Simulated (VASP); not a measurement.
Runs of VASP 6.6.1 on Ta2C. The structure is that of space group P-3m1 (No. 164), or close to it. The cells are those of the table. 

```tsv
cell	gap on the mesh (eV)	pressure (GPa)	largest force (eV/Å)
a = 2.986, b = 2.986, c = 4.942 Å, angles 90.0, 90.0, 120.0°, 3 atoms	none	(a)	0.71
a = 2.861, b = 2.861, c = 5.338 Å, angles 90.0, 90.0, 120.0°, 3 atoms	none	34.5	0.31
a = 3.235, b = 3.235, c = 4.547 Å, angles 90.0, 90.0, 120.0°, 3 atoms	none	(b)	0.03
a = 3.110, b = 3.110, c = 4.547 Å, angles 90.0, 90.0, 120.0°, 3 atoms	none	31.2	0.77
a = 3.110, b = 3.110, c = 4.745 Å, angles 90.0, 90.0, 120.0°, 3 atoms	none	14.4	0.44
```

Alike in all rows: task single point; level r2SCAN; potentials or basis VASP PAW PBE potentials, release 64 (Ta_pv, C); no spin polarisation; k mesh 18 × 18 × 10; cutoff (eV) 520; smearing gaussian 0.15 eV.

Question: Estimate the missing entries.

Answer: (a) 28.9; (b) 4.9.

Caveats: the PAW data sets were made with another functional, which shifts forces and pressure a little; spin-orbit coupling is left out, which moves the levels of the heavy elements; the stress differs along the axes, from 17 to 35 GPa (at least some runs); the stress differs along the axes, from -15 to 59 GPa (at least some runs); the stress differs along the axes, from -10 to 34 GPa (at least some runs); the stress differs along the axes, from 19 to 56 GPa (at least some runs); the stress differs along the axes, from 9 to 26 GPa (at least some runs).

A k mesh can miss the band edges, and the runs leave out spin-orbit coupling on Ta.

A gap of «none» marks levels without a gap at the run's occupations.
